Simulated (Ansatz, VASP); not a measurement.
Two plane-wave programs on CS2

POSCAR

```
CS2
1.0
    3.6457880000     -2.9943140000      0.0000000000
    3.6457880000      2.9943140000      0.0000000000
    0.0000000000      0.0000000000      9.8512570000
S C
4 2
Direct
    0.1815210000      0.8184790000      0.8868670000
    0.3184790000      0.6815210000      0.3868670000
    0.6815210000      0.3184790000      0.6131330000
    0.8184790000      0.1815210000      0.1131330000
    0.5000000000      0.5000000000      0.5000000000
    0.0000000000      0.0000000000      0.0000000000
```

File INCAR.step1:

```
SYSTEM = CS2
  PREC = Accurate
  ENCUT = 520
  EDIFF = 1E-5
  ISMEAR = 0
  SIGMA = 0.01
  LREAL = .FALSE.
  LASPH = .TRUE.
  NELM = 80
  ALGO = Normal
  ISIF = 2
  LWAVE = .TRUE.
  NBANDS = 25
  GGA = PE
  KPAR = 4
```

The input INCAR.step2:

```
SYSTEM = CS2
  PREC = Accurate
  ENCUT = 520
  EDIFF = 1E-6
  ISMEAR = 0
  SIGMA = 0.01
  LREAL = .FALSE.
  LASPH = .TRUE.
  NELM = 80
  ALGO = Normal
  ISIF = 2
  LWAVE = .FALSE.
  LCHARG = .TRUE.
  GGA = PE
  LHFCALC = .TRUE.
  HFSCREEN = 0.2079
  PRECFOCK = Fast
  LVHAR = .TRUE.
  NBANDS = 25
  ISTART = 1
  KPAR = 4
```

File KPOINTS:

```
regular mesh
0
G
  4 4 2
  0 0 0
```

Contents of input:

```
crystal:
  lattice:
    - [3.645788, -2.994314, 0.0]
    - [3.645788, 2.994314, 0.0]
    - [0.0, 0.0, 9.851257]
  atoms:
    - { symbol: S, position: [0.181521, 0.818479, 0.886867] }
    - { symbol: S, position: [0.318479, 0.681521, 0.386867] }
    - { symbol: S, position: [0.681521, 0.318479, 0.613133] }
    - { symbol: S, position: [0.818479, 0.181521, 0.113133] }
    - { symbol: C, position: [0.5, 0.5, 0.5] }
    - { symbol: C, position: [0.0, 0.0, 0.0] }
kpoints:
  mp_grid: { grid: [4, 4, 2] }
  band_path:
    path:
      - [0.0, 0.0, 0.0]
      - [0.5, 0.5, 0.0]
      - [0.4186366119, 0.5813633881, 0.0]
      - [-0.4186366119, 0.4186366119, 0.0]
      - [0.0, 0.0, 0.5]
      - [-0.4186366119, 0.4186366119, 0.5]
      - [0.4186366119, 0.5813633881, 0.5]
      - [0.5, 0.5, 0.5]
      - [0.0, 0.5, 0.0]
    npoints: 1
hamiltonian:
  xc: hse06
scf:
  occupations: { method: fixed }
  n_extra_bands: 5
output:
  forces: true
  stress: true
  eigenvalues: true
  write_density: true
  write_potential: true
  elf: true
  volumetric_format: npy
```

Alike in both runs: functional HSE06; k mesh 4 × 4 × 2; no spin polarisation.

|  | VASP | Ansatz |
| --- | --- | --- |
| version | VASP 6.6.1 | Ansatz 0.2.0 |
| potentials or method | VASP PAW PBE potentials, release 64 (S, C) | Ansatz PAW |
| plane-wave cutoff (eV) | 520 | 420 |
| occupations | gaussian, width 0.01 eV | fixed |
| valence electrons in the cell | 32 | 32 |
| task | single point | band structure |

|  | VASP | Ansatz | Ansatz less VASP |
| --- | --- | --- | --- |
| gap on the k mesh at the Fermi level (eV) | 4.44 | 4.44 | -0.006 |
| least direct gap on the mesh (eV) | 4.44 | 4.44 | -0.006 |
| pressure (GPa) | -1.2 | -0.7 | +0.51 |
| traceless stress, the component that is largest in VASP (GPa) | 1.16 | 0.68 | -0.482 |
| rms of the force components (eV/Å) | 0.355 | 0.210 | -0.1454 |

Atom by atom the forces differ by 0.145 eV/Å (rms over components).
